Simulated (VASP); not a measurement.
# HfB2 (P6/mmm) in VASP: further runs, part 2 of 2

VASP 6.6.1. The steps go on from the part before.

## (3) Single point, LDA (volume scaled by 1.02)

File INCAR:

```
SYSTEM = HfB2
PREC     = Accurate       ! precision mode
ENCUT    = 520            ! plane-wave cutoff, eV
EDIFF    = 1E-6           ! SCF threshold, eV
ISMEAR   = -1             ! smearing method
SIGMA    = 0.05           ! smearing width, eV
LREAL    = .FALSE.        ! projectors in reciprocal space
LASPH    = .TRUE.         ! aspherical terms in the spheres
NELM     = 100            ! most SCF steps
ALGO     = Normal         ! electronic algorithm
ISIF     = 2              ! what is computed and relaxed
LWAVE    = .FALSE.        ! write WAVECAR
LCHARG   = .FALSE.        ! write CHGCAR
GGA      = CA             ! functional
NBANDS   = 15             ! bands
```

File KPOINTS:

```
regular mesh
0
G
  10 10 8
  0 0 0
```

File POSCAR:

```
HfB2
1.0
    3.1607953080      0.0000000000      0.0000000000
   -1.5803976540      2.7373290329      0.0000000000
    0.0000000000      0.0000000000      3.5030470293
Hf B
1 2
Direct
    0.0000000000      0.0000000000      0.0000000000
    0.6666666667      0.3333333333      0.5000000000
    0.3333333333      0.6666666667      0.5000000000
```

Potentials or basis: VASP PAW LDA potentials, release 64 (Hf_pv, B).

Started as:

```console
$ cat potpaw_LDA.64/Hf_pv/POTCAR potpaw_LDA.64/B/POTCAR > POTCAR
$ mpirun -np 1 vasp_std > vasp.out
```

OUTCAR:

```text
SYSTEM = HfB2
   PREC = Accurate
   ENCUT = 520
   EDIFF = 1E-6
   ISMEAR = -1
   LREAL = .FALSE.
   LASPH = .TRUE.
   NELM = 100
   ISIF = 2
   GGA = CA

 ion  position               nearest neighbor table
   1  0.000  0.000  0.000-   2 2.53   3 2.53   2 2.53   3 2.53   2 2.53   2 2.53   3 2.53   3 2.53
                             2 2.53   2 2.53   3 2.53   3 2.53
   2  0.667  0.333  0.500-   3 1.82   3 1.82   3 1.82   1 2.53   1 2.53   1 2.53   1 2.53   1 2.53
                             1 2.53
   3  0.333  0.667  0.500-   2 1.82   2 1.82   2 1.82   1 2.53   1 2.53   1 2.53   1 2.53   1 2.53
                             1 2.53

  LATTYP: Found a hexagonal cell.
 ALAT       =     3.1607953080
 C/A-ratio  =     1.1082802548

  Lattice vectors:

 A1 = (   3.1607953080,   0.0000000000,   0.0000000000)
 A2 = (  -1.5803976540,   2.7373290329,   0.0000000000)
 A3 = (   0.0000000000,   0.0000000000,   3.5030470293)

Analysis of symmetry for initial positions (statically):
=====================================================================
 Subroutine PRICEL returns:
 Original cell was already a primitive cell.

 Routine SETGRP: Setting up the symmetry group for a
 hexagonal supercell.

 Subroutine GETGRP returns: Found 24 space group operations
 (whereof 24 operations were pure point group operations)
 out of a pool of 24 trial point group operations.

The static configuration has the point symmetry D_6h.

Analysis of symmetry for dynamics (positions and initial velocities):
=====================================================================
 Subroutine PRICEL returns:
 Original cell was already a primitive cell.

 Routine SETGRP: Setting up the symmetry group for a
 hexagonal supercell.

 Subroutine GETGRP returns: Found 24 space group operations
 (whereof 24 operations were pure point group operations)
 out of a pool of 24 trial point group operations.

The dynamic configuration has the point symmetry D_6h.

 Subroutine INISYM returns: Found 24 space group operations
 (whereof 24 operations are pure point group operations),
 and found     1 'primitive' translations
[... 122 lines left out ...]
   GGA     = CA    functional components
   LHFCALC =     F    Hartree Fock is set to
   AEXX    =    0.0000 exact exchange contribution
   IVDW    =     0    specifies the selected vdW correction
   LEPSILON=     F    determine dielectric tensor
   LRPA    =     F    only Hartree local field effects (RPA)
 non-spin polarized calculation
  energy-cutoff  :      520.00
  volume of cell :       30.31
 maximum number of plane-waves:       832
 NGX is ok and might be reduce to    24
   NGX = 11   NGY = 11   NGZ = 13

 number of electron      15.9999998 magnetization

 Free energy of the ion-electron system (eV)
  ---------------------------------------------------
  ext. energy  EPLUGINS =         0.00000000
  ---------------------------------------------------
  free energy    TOTEN  =       -28.87413708 eV

  energy without entropy =      -28.87151825  energy(sigma->0) =      -28.87282767

 E-fermi :   7.3751     XC(G=0): -12.6308

 val. band max:        7.3118023193   @ k =   0.2000   0.2000   0.1250
 cond. band min:       7.6055727804   @ k =   0.0000   0.0000   0.2500
 fundamental gap:      0.2937704611
 Fermi energy:         7.3750937801

 k-point     1 :       0.0000    0.0000    0.0000
  band No.  band energies     occupation
      1     -23.0524      2.00000
      2     -22.5725      2.00000
      3     -22.5725      2.00000
      4      -5.9553      2.00000
      5       4.5364      2.00000
      6       4.6519      2.00000
      7       4.6519      2.00000
      8       4.8005      2.00000
      9      11.3305      0.00000
     10      11.3305      0.00000
     11      11.9787      0.00000
     12      11.9787      0.00000
     13      12.4484      0.00000
     14      12.4484      0.00000
[... 401 lines left out ...]
      2     -22.9599      2.00000
      3     -22.7773      2.00000
      4      -2.2339      2.00000
      5      -0.8890      2.00000
      6       2.9529      2.00000
      7       3.8136      2.00000
      8       5.3157      2.00000
      9       8.6274      0.00000
     10      11.4910      0.00000
     11      11.5937      0.00000
     12      13.5483      0.00000
     13      14.8433      0.00000
     14      15.7438      0.00000
     15      18.0318      0.00000

 [... further k-points ...]
[... 5 lines left out ...]
  --------------------------------------------------------------------------------------
  -------------------------------------------------------------------------------------
  Total       -2.7510677     -2.7510677     -2.5888130      0.0000000      0.0000000     -0.0000000
  in kB     -145.4261553   -145.4261553   -136.8490924      0.0000000      0.0000000     -0.0000000
  external PRESSURE =    -142.5671344 kB  Pullay stress =       0.0000000 kB

 VOLUME and BASIS-vectors are now :
 -----------------------------------------------------------------------------
  energy-cutoff  :      520.00
  volume of cell :       30.31
      direct lattice vectors                 reciprocal lattice vectors
     3.160795308  0.000000000  0.000000000     0.316376071  0.182659810  0.000000000
    -1.580397654  2.737329033  0.000000000     0.000000000  0.365319619  0.000000000
     0.000000000  0.000000000  3.503047029     0.000000000  0.000000000  0.285465765

 POSITION                                       TOTAL-FORCE (eV/Angst)
 -----------------------------------------------------------------------------------
      0.00000      0.00000      0.00000        -0.000000      0.000000      0.000000
      1.58040      0.91244      1.75152         0.000000      0.000000      0.000000
     -0.00000      1.82489      1.75152        -0.000000      0.000000      0.000000
 -----------------------------------------------------------------------------------
    total drift:                               -0.000000      0.000000      0.000000

  FREE ENERGIE OF THE ION-ELECTRON SYSTEM (eV)
  ---------------------------------------------------
  free  energy   TOTEN  =       -28.8741370823 eV

  energy  without entropy=      -28.8715182480  energy(sigma->0) =      -28.87282767
```

OSZICAR:

```text
N       E                     dE             d eps       ncg     rms          rms(c)
DAV:   1     0.249936723736E+02    0.24994E+02   -0.80413E+03  2100   0.101E+03
DAV:   2    -0.297974832533E+02   -0.54791E+02   -0.51298E+02  2733   0.214E+02
DAV:   3    -0.313193276147E+02   -0.15218E+01   -0.15144E+01  2786   0.264E+01
DAV:   4    -0.313261475020E+02   -0.68199E-02   -0.68186E-02  2373   0.214E+00
DAV:   5    -0.313261881445E+02   -0.40642E-04   -0.40642E-04  2786   0.148E-01    0.513E+01
DAV:   6    -0.289872601289E+02    0.23389E+01   -0.29383E+00  2527   0.121E+01    0.379E+01
DAV:   7    -0.289306001545E+02    0.56660E-01   -0.86772E-01  2646   0.660E+00    0.123E+01
DAV:   8    -0.288786548370E+02    0.51945E-01   -0.20686E-01  2464   0.338E+00    0.174E+00
DAV:   9    -0.288743398888E+02    0.43149E-02   -0.18136E-02  2457   0.106E+00    0.487E-01
DAV:  10    -0.288741349159E+02    0.20497E-03   -0.79052E-04  2639   0.229E-01    0.254E-01
DAV:  11    -0.288741395096E+02   -0.45936E-05   -0.63621E-05  2625   0.579E-02    0.116E-01
DAV:  12    -0.288741370917E+02    0.24179E-05   -0.45423E-06  2478   0.157E-02    0.136E-02
DAV:  13    -0.288741370823E+02    0.94360E-08   -0.22295E-07  1211   0.377E-03
   1 F= -.28874137E+02 E0= -.28872828E+02  d E =-.261883E-02
```

It took 15 s on 1 thread of Intel Xeon Platinum 8375C at 2.90GHz (Ice Lake), shared host; peak memory 0.15 GiB.

What came out:

```yaml
Free_energy: -28.8741 eV
Pressure: -14.3 GPa
Band_gap_on_the_k_mesh: zero (band 8 reaches 8.04 eV, above the bottom of band 9 at 7.25 eV)
```

Stress tensor (GPa, compression positive):
```
-14.54   0.00   0.00
  0.00 -14.54   0.00
  0.00   0.00 -13.68
```

Levels at points of the mesh, in eV from the Fermi level:
| k point | band 5 | band 6 | band 7 | band 8 | band 9 | band 10 | band 11 | band 12 |
| --- | --- | --- | --- | --- | --- | --- | --- | --- |
| (0.00, 0.00, 0.00) | -2.84 | -2.72 | -2.72 | -2.57 | 3.96 | 3.96 | 4.60 | 4.60 |
| (0.50, 0.00, 0.00) | -8.70 | -3.92 | -3.23 | -2.69 | 2.23 | 2.72 | 5.52 | 5.62 |
| (0.00, 0.00, 0.50) | -8.09 | -1.04 | -1.04 | 0.40 | 0.40 | 1.05 | 1.05 | 2.22 |
| (0.50, 0.00, 0.50) | -7.20 | -4.75 | -4.50 | -2.47 | 4.07 | 4.15 | 6.13 | 7.08 |

Caveat: spin-orbit coupling is left out, which moves the levels of the heavy elements.

## (4) Single point, LDA (volume scaled by 1.04)

File INCAR:

```
ALGO = Normal ; EDIFF = 1E-6
ENCUT = 520 ; ISIF = 2
ISMEAR = -1 ; LASPH = T
LCHARG = T ; LELF = T
LREAL = F ; LVHAR = T
LWAVE = F ; NBANDS = 15
NELM = 80 ; PREC = Accurate
SIGMA = 0.05
```

File KPOINTS:

```
k-points
0
Gamma
  10 10 8
```

File POSCAR:

```
HfB2
1.0
    3.1813205280      0.0000000000      0.0000000000
   -1.5906602640      2.7551043948      0.0000000000
    0.0000000000      0.0000000000      3.5257947253
Hf B
1 2
Direct
    0.0000000000      0.0000000000      0.0000000000
    0.6666666667      0.3333333333      0.5000000000
    0.3333333333      0.6666666667      0.5000000000
```

Started as:

```console
$ cat potpaw_LDA.64/Hf_pv/POTCAR potpaw_LDA.64/B/POTCAR > POTCAR
$ mpirun -np 1 vasp_std > vasp.out
```

Wall time 15 s (1 thread of Intel Xeon Platinum 8375C at 2.90GHz (Ice Lake), shared host); peak memory 0.15 GiB.

Results (log left out):

- Free energy: -28.8137 eV
- Pressure: -18.4 GPa
- Band gap on the k mesh: zero (band 8 reaches 7.87 eV, above the bottom of band 9 at 7.10 eV)

Stress tensor (GPa, compression positive):
```
-18.83   0.00   0.00
  0.00 -18.83   0.00
  0.00   0.00 -17.45
```

Levels at points of the mesh, in eV from the Fermi level:
| k point | band 4 | band 5 | band 6 | band 7 | band 8 | band 9 | band 10 | band 11 | band 12 | band 13 |
| --- | --- | --- | --- | --- | --- | --- | --- | --- | --- | --- |
| (0.00, 0.00, 0.00) | -13.22 | -2.80 | -2.69 | -2.69 | -2.58 | 3.86 | 3.86 | 4.50 | 4.50 | 4.99 |
| (0.50, 0.00, 0.00) | -9.35 | -8.69 | -3.86 | -3.21 | -2.64 | 2.19 | 2.65 | 5.37 | 5.48 | 6.27 |
| (0.00, 0.00, 0.50) | -10.93 | -8.02 | -1.03 | -1.03 | 0.39 | 0.39 | 1.02 | 1.02 | 2.16 | 5.09 |
| (0.50, 0.00, 0.50) | -9.88 | -7.18 | -4.68 | -4.43 | -2.50 | 3.96 | 4.04 | 5.97 | 6.89 | 7.03 |

Caveat: spin-orbit coupling is left out, which moves the levels of the heavy elements.

## (5) Single point, LDA (volume scaled by 1.06)

File INCAR:

```
PREC = Accurate
ENCUT = 520
EDIFF = 1E-6
ISMEAR = -1
SIGMA = 0.05
LREAL = False
LASPH = True
NELM = 80
ALGO = Normal
ISIF = 2
LWAVE = False
LCHARG = True
LELF = True
LVHAR = True
NBANDS = 15
```

File KPOINTS:

```
regular mesh
0
Gamma
  10 10 8
```

File POSCAR:

```
HfB2
1.0
    3.2015842624      0.0000000000      0.0000000000
   -1.6007921312      2.7726533036      0.0000000000
    0.0000000000      0.0000000000      3.5482526220
Hf B
1 2
Direct
    0.0000000000      0.0000000000      0.0000000000
    0.6666666667      0.3333333333      0.5000000000
    0.3333333333      0.6666666667      0.5000000000
```

Potentials or basis: VASP PAW LDA potentials, release 64 (Hf_pv, B).

Started as:

```console
$ cat potpaw_LDA.64/Hf_pv/POTCAR potpaw_LDA.64/B/POTCAR > POTCAR
$ mpirun -np 1 vasp_std > vasp.out
```

OUTCAR:

```text
PREC = Accurate
   ENCUT = 520
   EDIFF = 1E-6
   ISMEAR = -1
   LREAL = False
   LASPH = True
   NELM = 80
   ISIF = 2

 ion  position               nearest neighbor table
   1  0.000  0.000  0.000-   2 2.56   3 2.56   2 2.56   3 2.56   2 2.56   2 2.56   3 2.56   3 2.56
                             2 2.56   2 2.56   3 2.56   3 2.56
   2  0.667  0.333  0.500-   3 1.85   3 1.85   3 1.85   1 2.56   1 2.56   1 2.56   1 2.56   1 2.56
                             1 2.56
   3  0.333  0.667  0.500-   2 1.85   2 1.85   2 1.85   1 2.56   1 2.56   1 2.56   1 2.56   1 2.56
                             1 2.56

  LATTYP: Found a hexagonal cell.
 ALAT       =     3.2015842624
 C/A-ratio  =     1.1082802548

  Lattice vectors:

 A1 = (   3.2015842624,   0.0000000000,   0.0000000000)
 A2 = (  -1.6007921312,   2.7726533036,   0.0000000000)
 A3 = (   0.0000000000,   0.0000000000,   3.5482526220)

Analysis of symmetry for initial positions (statically):
=====================================================================
 Subroutine PRICEL returns:
 Original cell was already a primitive cell.

 Routine SETGRP: Setting up the symmetry group for a
 hexagonal supercell.

 Subroutine GETGRP returns: Found 24 space group operations
 (whereof 24 operations were pure point group operations)
 out of a pool of 24 trial point group operations.

The static configuration has the point symmetry D_6h.

Analysis of symmetry for dynamics (positions and initial velocities):
=====================================================================
 Subroutine PRICEL returns:
 Original cell was already a primitive cell.

 Routine SETGRP: Setting up the symmetry group for a
 hexagonal supercell.

 Subroutine GETGRP returns: Found 24 space group operations
 (whereof 24 operations were pure point group operations)
 out of a pool of 24 trial point group operations.

The dynamic configuration has the point symmetry D_6h.

 Subroutine INISYM returns: Found 24 space group operations
 (whereof 24 operations are pure point group operations),
 and found     1 'primitive' translations

----------------------------------------------------------------------------------------
[... 124 lines left out ...]
   LEPSILON=     F    determine dielectric tensor
   LRPA    =     F    only Hartree local field effects (RPA)
 non-spin polarized calculation
  energy-cutoff  :      520.00
  volume of cell :       31.50
 maximum number of plane-waves:       868
 NGX is ok and might be reduce to    24
   NGX = 11   NGY = 11   NGZ = 13

 number of electron      16.0000002 magnetization

 Free energy of the ion-electron system (eV)
  ---------------------------------------------------
  ext. energy  EPLUGINS =         0.00000000
  ---------------------------------------------------
  free energy    TOTEN  =       -28.73883737 eV

  energy without entropy =      -28.73615818  energy(sigma->0) =      -28.73749778

 E-fermi :   7.0765     XC(G=0): -12.4546

 val. band max:        7.0107110202   @ k =   0.2000   0.2000   0.1250
 cond. band min:       7.2882779527   @ k =   0.0000   0.0000   0.2500
 fundamental gap:      0.2775669325
 Fermi energy:         7.0764863343

 k-point     1 :       0.0000    0.0000    0.0000
  band No.  band energies     occupation
      1     -23.4797      2.00000
      2     -23.0447      2.00000
      3     -23.0447      2.00000
      4      -6.0443      2.00000
      5       4.3221      2.00000
      6       4.4232      2.00000
      7       4.4232      2.00000
      8       4.4898      2.00000
      9      10.8348      0.00000
     10      10.8348      0.00000
     11      11.4708      0.00000
     12      11.4708      0.00000
     13      11.9276      0.00000
     14      11.9830      0.00000
[... 401 lines left out ...]
      2     -23.4004      2.00000
      3     -23.2238      2.00000
      4      -2.4102      2.00000
      5      -1.0875      2.00000
      6       2.7344      2.00000
      7       3.5952      2.00000
      8       5.0873      2.00000
      9       8.2651      0.00000
     10      10.9855      0.00000
     11      11.0983      0.00000
     12      12.9558      0.00000
     13      14.1716      0.00000
     14      15.0292      0.00000
     15      17.2774      0.00000

 [... further k-points ...]
[... 5 lines left out ...]
  --------------------------------------------------------------------------------------
  -------------------------------------------------------------------------------------
  Total       -4.4661314     -4.4661314     -4.0967274      0.0000000      0.0000000      0.0000000
  in kB     -227.1784012   -227.1784012   -208.3879558      0.0000000      0.0000000      0.0000000
  external PRESSURE =    -220.9149194 kB  Pullay stress =       0.0000000 kB

 VOLUME and BASIS-vectors are now :
 -----------------------------------------------------------------------------
  energy-cutoff  :      520.00
  volume of cell :       31.50
      direct lattice vectors                 reciprocal lattice vectors
     3.201584262  0.000000000  0.000000000     0.312345363  0.180332680  0.000000000
    -1.600792131  2.772653304  0.000000000     0.000000000  0.360665359  0.000000000
     0.000000000  0.000000000  3.548252622     0.000000000  0.000000000  0.281828862

 POSITION                                       TOTAL-FORCE (eV/Angst)
 -----------------------------------------------------------------------------------
      0.00000      0.00000      0.00000         0.000000     -0.000000      0.000000
      1.60079      0.92422      1.77413         0.000000     -0.000000      0.000000
     -0.00000      1.84844      1.77413        -0.000000      0.000000     -0.000000
 -----------------------------------------------------------------------------------
    total drift:                               -0.000000      0.000000      0.000000

  FREE ENERGIE OF THE ION-ELECTRON SYSTEM (eV)
  ---------------------------------------------------
  free  energy   TOTEN  =       -28.7388373723 eV

  energy  without entropy=      -28.7361581834  energy(sigma->0) =      -28.73749778
```

OSZICAR:

```text
N       E                     dE             d eps       ncg     rms          rms(c)
DAV:   1     0.249464396231E+02    0.24946E+02   -0.78799E+03  2100   0.997E+02
DAV:   2    -0.296590277712E+02   -0.54605E+02   -0.50947E+02  2745   0.216E+02
DAV:   3    -0.311363887806E+02   -0.14774E+01   -0.14706E+01  2765   0.261E+01
DAV:   4    -0.311430855349E+02   -0.66968E-02   -0.66956E-02  2485   0.213E+00
DAV:   5    -0.311431303271E+02   -0.44792E-04   -0.44792E-04  2723   0.156E-01    0.481E+01
DAV:   6    -0.288441037705E+02    0.22990E+01   -0.29454E+00  2527   0.119E+01    0.359E+01
DAV:   7    -0.287867361039E+02    0.57368E-01   -0.81107E-01  2618   0.626E+00    0.123E+01
DAV:   8    -0.287432388788E+02    0.43497E-01   -0.18236E-01  2443   0.311E+00    0.165E+00
DAV:   9    -0.287390478141E+02    0.41911E-02   -0.17004E-02  2450   0.101E+00    0.481E-01
DAV:  10    -0.287388351742E+02    0.21264E-03   -0.76183E-04  2681   0.224E-01    0.250E-01
DAV:  11    -0.287388398528E+02   -0.46786E-05   -0.65753E-05  2597   0.587E-02    0.113E-01
DAV:  12    -0.287388373785E+02    0.24743E-05   -0.47031E-06  2464   0.159E-02    0.158E-02
DAV:  13    -0.287388373723E+02    0.62009E-08   -0.21383E-07  1155   0.365E-03
   1 F= -.28738837E+02 E0= -.28737498E+02  d E =-.267919E-02
```

stdout:

```text
POSCAR found type information on POSCAR HfB
 POSCAR found :  2 types and       3 ions
 scaLAPACK will be used
 LDA part: xc-table for (Slater(with rela. corr.)+CA(PZ))
 , standard interpolation
 POSCAR, INCAR and KPOINTS ok, starting setup
 FFT: planning ... GRIDC
 FFT: planning ... GRID_SOFT
 FFT: planning ... GRID
 WAVECAR not read
 entering main loop
```

It took 16 s on 1 thread of Intel Xeon Platinum 8375C at 2.90GHz (Ice Lake), shared host; peak memory 0.15 GiB.

Results:

* Free energy: -28.7388 eV
* Pressure: -22.1 GPa
* Band gap on the k mesh: zero (band 8 reaches 7.71 eV, above the bottom of band 9 at 6.95 eV)

Caveat: spin-orbit coupling is left out, which moves the levels of the heavy elements.

## (6) Overview

| cell | gap on the mesh (eV) | pressure (GPa) |
| --- | --- | --- |
| a = 3.140, b = 3.140, c = 3.480 Å, angles 90.0, 90.0, 120.0°, 3 atoms | none | -9.7 |
| a = 3.161, b = 3.161, c = 3.503 Å, angles 90.0, 90.0, 120.0°, 3 atoms | none | -14.3 |
| a = 3.181, b = 3.181, c = 3.526 Å, angles 90.0, 90.0, 120.0°, 3 atoms | none | -18.4 |
| a = 3.202, b = 3.202, c = 3.548 Å, angles 90.0, 90.0, 120.0°, 3 atoms | none | -22.1 |

Alike in all rows: task single point; level LDA; potentials or basis VASP PAW LDA potentials, release 64 (Hf_pv, B); no spin polarisation; k mesh 10 × 10 × 8; cutoff (eV) 520; smearing fermi-dirac 0.05 eV.

Caveats: spin-orbit coupling is left out, which moves the levels of the heavy elements.

Total energies depend on the potentials used, so only differences within one code and one set of settings carry meaning.
